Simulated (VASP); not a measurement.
# BAs (zincblende type): density of states with LDA

Crystal: BAs (zincblende type).

```
CELL_PARAMETERS angstrom
0.00000 2.19666 2.19666
2.19666 0.00000 2.19666
2.19666 2.19666 0.00000
ATOMIC_POSITIONS crystal
B 0.00000 0.00000 0.00000
As 0.25000 0.25000 0.25000
```

This cell differs from its parent crystal: volume scaled by 0.8.

```yaml
Program: VASP 6.6.1
Task: density of states
Functional: LDA
Potentials_or_basis: VASP PAW LDA potentials, release 64 (B, As)
Cutoff: 520 eV
k_mesh: 15 × 15 × 15
Occupations: fermi-dirac, width 0.05 eV
Spin: no spin polarisation
Dipole_correction: no
k_mesh_for_the_DOS: 23 × 23 × 23
Occupations_for_the_DOS: tetrahedron
Further_INCAR_settings: ALGO = Normal; EDIFF = 1e-06
```

| Item | Value |
| --- | --- |
| Valence electrons inside the program's atomic spheres | B 2.20; As 3.24 |

Levels at points of the mesh, in eV from the valence-band top:
```
           k point  band 1  band 2  band 3  band 4  band 5  band 6  band 7  band 8
(0.00, 0.00, 0.00)  -17.91    0.00    0.00    0.00    3.64    3.64    3.64    8.02
```

It took 19 s on 1 thread of Intel(R) Xeon(R) 6975P-C (Granite Rapids) (shared host), peak memory 0.19 GiB.
